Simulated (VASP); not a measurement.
# SrO (Fm-3m) in VASP: a series of runs, part 2 of 2

VASP 6.6.1. Earlier steps stand in the parts before.

## 4. Single point, PBE

This run uses another cell than the first one, of 14.88 Å³/atom.

INCAR reads:

```
PREC = Accurate
ENCUT = 520
EDIFF = 1E-6
ISMEAR = -1
SIGMA = 0.05
LREAL = F
LASPH = T
NELM = 60
ALGO = Normal
ISIF = 2
LWAVE = F
LCHARG = T
GGA = PE
LELF = T
LVHAR = T
NBANDS = 15
```

KPOINTS reads:

```
regular mesh
0
Gamma
  9 9 9
```

POSCAR reads:

```
SrO
1.0
    0.0000000000      2.4595677030      2.4595677030
    2.4595677030      0.0000000000      2.4595677030
    2.4595677030      2.4595677030      0.0000000000
Sr O
1 1
Direct
    0.5000000000      0.5000000000      0.5000000000
    0.0000000000      0.0000000000      0.0000000000
```

Potentials or basis: VASP PAW PBE potentials, release 64 (Sr_sv, O).

Started as:

```console
$ cat potpaw_PBE.64/Sr_sv/POTCAR potpaw_PBE.64/O/POTCAR > POTCAR
$ mpirun -np 1 vasp_std > vasp.out
```

OUTCAR:

```text
PREC = Accurate
   ENCUT = 520
   EDIFF = 1E-6
   ISMEAR = -1
   LREAL = F
   LASPH = T
   NELM = 60
   ISIF = 2
   GGA = PE

 ion  position               nearest neighbor table
   1  0.500  0.500  0.500-   2 2.46   2 2.46   2 2.46   2 2.46   2 2.46   2 2.46
   2  0.000  0.000  0.000-   1 2.46   1 2.46   1 2.46   1 2.46   1 2.46   1 2.46

  LATTYP: Found a face centered cubic cell.
 ALAT       =     4.9191354060

  Lattice vectors:

 A1 = (   0.0000000000,   2.4595677030,   2.4595677030)
 A2 = (   2.4595677030,   0.0000000000,   2.4595677030)
 A3 = (   2.4595677030,   2.4595677030,   0.0000000000)

Analysis of symmetry for initial positions (statically):
=====================================================================
 Subroutine PRICEL returns:
 Original cell was already a primitive cell.

 Routine SETGRP: Setting up the symmetry group for a
 face centered cubic supercell.

 Subroutine GETGRP returns: Found 48 space group operations
 (whereof 48 operations were pure point group operations)
 out of a pool of 48 trial point group operations.

The static configuration has the point symmetry O_h .

Analysis of symmetry for dynamics (positions and initial velocities):
=====================================================================
 Subroutine PRICEL returns:
 Original cell was already a primitive cell.

 Routine SETGRP: Setting up the symmetry group for a
 face centered cubic supercell.

 Subroutine GETGRP returns: Found 48 space group operations
 (whereof 48 operations were pure point group operations)
 out of a pool of 48 trial point group operations.

The dynamic configuration has the point symmetry O_h .

 Subroutine INISYM returns: Found 48 space group operations
 (whereof 48 operations are pure point group operations),
 and found     1 'primitive' translations

----------------------------------------------------------------------------------------

                                     Primitive cell

  volume of cell :      29.7582
[... 118 lines left out ...]
   LEPSILON=     F    determine dielectric tensor
   LRPA    =     F    only Hartree local field effects (RPA)
 non-spin polarized calculation
  energy-cutoff  :      520.00
  volume of cell :       29.76
 maximum number of plane-waves:       821
 NGX is ok and might be reduce to    28
   NGX = 13   NGY = 13   NGZ = 13

 number of electron      16.0000005 magnetization

 Free energy of the ion-electron system (eV)
  ---------------------------------------------------
  ext. energy  EPLUGINS =         0.00000000
  ---------------------------------------------------
  free energy    TOTEN  =       -11.74185199 eV

  energy without entropy =      -11.74185199  energy(sigma->0) =      -11.74185199

 E-fermi :   3.3922     XC(G=0): -10.6727

 val. band max:        2.3623359475   @ k =   0.4444   0.4444   0.0000
 cond. band min:       5.5522865714   @ k =   0.4444   0.4444   0.0000
 fundamental gap:      3.1899506239
 Fermi energy:         3.3921947301

 k-point     1 :       0.0000    0.0000    0.0000
  band No.  band energies     occupation
      1     -29.6310      2.00000
      2     -12.9072      2.00000
      3     -11.0874      2.00000
      4     -11.0874      2.00000
      5     -11.0874      2.00000
      6       2.3481      2.00000
      7       2.3481      2.00000
      8       2.3481      2.00000
      9       7.3643      0.00000
     10       8.8238      0.00000
     11       8.8238      0.00000
     12       8.8238      0.00000
     13      11.3097      0.00000
     14      11.3097      0.00000
[... 401 lines left out ...]
      2     -13.2413      2.00000
      3     -12.1894      2.00000
      4     -11.6247      2.00000
      5     -11.6247      2.00000
      6       2.0569      2.00000
      7       2.3623      2.00000
      8       2.3623      2.00000
      9       5.5523      0.00000
     10      11.1227      0.00000
     11      13.3285      0.00000
     12      13.9690      0.00000
     13      14.3484      0.00000
     14      14.3484      0.00000
     15      18.3731      0.00000

 [... further k-points ...]

------------------------ aborting loop because EDIFF is reached ----------------------------------------

  FORCE on cell =-STRESS in cart. coord.  units (eV):
  Direction    XX          YY          ZZ          XY          YZ          ZX
  --------------------------------------------------------------------------------------
  -------------------------------------------------------------------------------------
  Total        3.9149683      3.9149683      3.9149683      0.0000000      0.0000000     -0.0000000
  in kB      210.7815001    210.7815001    210.7815001      0.0000000      0.0000000     -0.0000000
  external PRESSURE =     210.7815001 kB  Pullay stress =       0.0000000 kB

 VOLUME and BASIS-vectors are now :
 -----------------------------------------------------------------------------
  energy-cutoff  :      520.00
  volume of cell :       29.76
      direct lattice vectors                 reciprocal lattice vectors
     0.000000000  2.459567703  2.459567703    -0.203287756  0.203287756  0.203287756
     2.459567703  0.000000000  2.459567703     0.203287756 -0.203287756  0.203287756
     2.459567703  2.459567703  0.000000000     0.203287756  0.203287756 -0.203287756

 POSITION                                       TOTAL-FORCE (eV/Angst)
 -----------------------------------------------------------------------------------
      2.45957      2.45957      2.45957         0.000000      0.000000     -0.000000
      0.00000      0.00000      0.00000        -0.000000      0.000000      0.000000
 -----------------------------------------------------------------------------------
    total drift:                                0.000000      0.000000      0.000000

  FREE ENERGIE OF THE ION-ELECTRON SYSTEM (eV)
  ---------------------------------------------------
  free  energy   TOTEN  =       -11.7418519882 eV

  energy  without entropy=      -11.7418519881  energy(sigma->0) =      -11.74185199
```

OSZICAR:

```text
N       E                     dE             d eps       ncg     rms          rms(c)
DAV:   1     0.577436610632E+02    0.57744E+02   -0.80039E+03  1050   0.103E+03
DAV:   2    -0.110713245911E+02   -0.68815E+02   -0.64386E+02  1461   0.217E+02
DAV:   3    -0.139335787432E+02   -0.28623E+01   -0.28531E+01  1444   0.376E+01
DAV:   4    -0.140158967964E+02   -0.82318E-01   -0.82308E-01  1278   0.514E+00
DAV:   5    -0.140167191947E+02   -0.82240E-03   -0.82240E-03  1345   0.433E-01    0.216E+01
DAV:   6    -0.118502173247E+02    0.21665E+01   -0.62574E+00  1078   0.208E+01    0.252E+01
DAV:   7    -0.117511054703E+02    0.99112E-01   -0.22323E-01  1344   0.446E+00    0.147E+01
DAV:   8    -0.117394260623E+02    0.11679E-01   -0.96760E-02  1435   0.306E+00    0.107E+00
DAV:   9    -0.117412382518E+02   -0.18122E-02   -0.46966E-03  1358   0.484E-01    0.232E-01
DAV:  10    -0.117417659238E+02   -0.52767E-03   -0.51590E-04  1148   0.196E-01    0.411E-02
DAV:  11    -0.117418404489E+02   -0.74525E-04   -0.78400E-05  1204   0.682E-02    0.334E-02
DAV:  12    -0.117418517718E+02   -0.11323E-04   -0.16858E-05  1127   0.321E-02    0.101E-02
DAV:  13    -0.117418519882E+02   -0.21637E-06   -0.64559E-07   910   0.739E-03
   1 F= -.11741852E+02 E0= -.11741852E+02  d E =-.890690E-10
```

stdout:

```text
POSCAR found type information on POSCAR SrO
 POSCAR found :  2 types and       2 ions
 scaLAPACK will be used
 LDA part: xc-table for (Slater+PW92), standard interpolation
 POSCAR, INCAR and KPOINTS ok, starting setup
 FFT: planning ... GRIDC
 FFT: planning ... GRID_SOFT
 FFT: planning ... GRID
 WAVECAR not read
 entering main loop
```

It took 23 s on 1 thread of AMD EPYC 9R14 (Zen 4), shared host; peak memory 0.13 GiB.

What came out:

```yaml
Free_energy: -11.7419 eV
Pressure: 21.1 GPa
Band_gap_on_the_k_mesh: 3.19 eV
```

Levels at points of the mesh, in eV from the valence-band top:
| k point | band 5 | band 6 | band 7 | band 8 | band 9 | band 10 | band 11 | band 12 |
| --- | --- | --- | --- | --- | --- | --- | --- | --- |
| (0.00, 0.00, 0.00) | -13.45 | -0.01 | -0.01 | -0.01 | 5.00 | 6.46 | 6.46 | 6.46 |

Caveat: the cell stands under pressure; an odd mesh through Γ misses points on the zone boundary, where band edges can lie.

## 5. The runs side by side

| cell | k mesh | smearing | gap on the mesh (eV) | pressure (GPa) |
| --- | --- | --- | --- | --- |
| a = 3.629 Å, angles 60.0°, 2 atoms | 4 × 4 × 4 | fermi-dirac 0.04 eV | 3.26 | 4.0 |
| a = 3.416 Å, angles 60.0°, 2 atoms | 9 × 9 × 9 | fermi-dirac 0.05 eV | 3.05 | 31.4 |
| a = 3.478 Å, angles 60.0°, 2 atoms | 9 × 9 × 9 | fermi-dirac 0.05 eV | 3.19 | 21.1 |

Alike in all rows: task single point; level PBE; potentials or basis VASP PAW PBE potentials, release 64 (Sr_sv, O); no spin polarisation; cutoff (eV) 520.

Caveats: some runs use coarse meshes; the cell stands under pressure (at least some runs); an odd mesh through Γ misses points on the zone boundary, where band edges can lie (at least some runs).

Absolute energies hang on the potentials; compare differences alone.
